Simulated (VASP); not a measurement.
# LiMgBN2: single point with PBE+U

Crystal: LiMgBN2.

```
CELL_PARAMETERS angstrom
-1.88057 1.88057 4.37584
1.88057 -1.88057 4.37584
1.88057 1.88057 -4.37584
ATOMIC_POSITIONS crystal
Li 0.25000 0.75000 0.50000
Mg 0.75000 0.25000 0.50000
B 0.50000 0.50000 0.00000
N 0.65126 0.65126 0.00000
N 0.34874 0.34874 0.00000
```

| Quantity | Value |
| --- | --- |
| Program | VASP 6.6.1 |
| Task | single point |
| Functional | PBE |
| Potentials or basis | VASP PAW PBE potentials, release 64 (Li_sv, Mg_sv, B, N) |
| Cutoff | 880 eV |
| k mesh | 2 × 2 × 2 |
| Occupations | gaussian, width 0.1 eV |
| Spin | no spin polarisation |
| Hubbard terms | N p U = 7.5 eV |

```
Pressure               : 6.8 GPa
Largest force          : 1.215 eV/Å
Band gap on the k mesh : 2.48 eV (least direct gap 3.38 eV)
```

Forces in eV/Å, atoms in the order of the input:
```
Li   0.000  0.000  0.000
Mg   0.000  0.000  0.000
B    0.000  0.000  0.000
N    0.000  0.000  1.215
N    0.000  0.000 -1.215
```

Stress tensor (GPa, compression positive):
```
 4.72  0.00  0.00
 0.00  4.72  0.00
 0.00  0.00 10.93
```

Levels at points of the mesh, in eV from the valence-band top:
```
           k point  band 9  band 10  band 11  band 12  band 13  band 14  band 15  band 16  band 17  band 18
(0.00, 0.00, 0.00)   -2.77    -2.27    -2.27    -1.46    -1.46     2.48     5.96     7.98     7.98     8.29
(0.50, 0.00, 0.00)   -4.36    -2.84    -2.53    -1.20    -0.68     5.33     5.69     7.11     7.80     8.89
(0.50, 0.50, 0.00)   -4.21    -3.57    -3.19    -2.05    -0.49     4.94     5.63     6.83     7.72    10.19
(0.50, 0.50, 0.50)   -3.90    -3.10    -3.10     0.00     0.00     3.38     6.42     6.54     6.54     8.55
```

Wall time 35 s on 1 thread of Intel(R) Xeon(R) Platinum 8259CL CPU @ 2.50GHz (Skylake/Cascade Lake), with other jobs on the host, peak memory 0.34 GiB.

Caveat: the k points lie up to 0.91 Å⁻¹ apart, too coarse for converged energies, forces and pressures; forces of over 1 eV/Å act on the atoms, so gaps and moduli don't describe the material at rest. A k mesh can miss the band edges.
